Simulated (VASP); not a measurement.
A run of VASP 6.6.1 is set up as follows.

The input INCAR:

```
SYSTEM = Rh
  PREC = Accurate
  ENCUT = 520
  EDIFF = 1E-7
  ISMEAR = 0
  SIGMA = 0.15
  LREAL = .False.
  LASPH = .True.
  NELM = 100
  ALGO = Fast
  ISIF = 2
  LWAVE = .False.
  LCHARG = .False.
  GGA = PS
  NBANDS = 22
```

KPOINTS

```
regular mesh
0
Gamma
  24 24 14
  0 0 0
```

File POSCAR:

```
Rh
1.0
    2.9038349716      0.0000000000      0.0000000000
   -1.4519174858      2.5147948538      0.0000000000
    0.0000000000      0.0000000000      3.9826986242
Rh
2
Direct
    0.6666666667      0.3333333333      0.7500000000
    0.3333333333      0.6666666667      0.2500000000
```

Potentials or basis: VASP PAW PBE potentials, release 64 (Rh_pv).

Launch:

```bash
$ cat potpaw_PBE.64/Rh_pv/POTCAR > POTCAR
$ mpirun -np 1 vasp_std > vasp.out
```

(1) Predict the band gap on the k mesh.

(2) Predict the pressure.

## Answers

(1) zero (bands 15 and 16 overlap by 1.46 eV).

(2) -10.4 GPa.

Caveat: the cell differs from its parent crystal (strain +0.080 along x and y, -0.080 along z); the stress differs along the axes, from -20 to 9 GPa; the PAW data sets were made with another functional, which shifts forces and pressure a little.
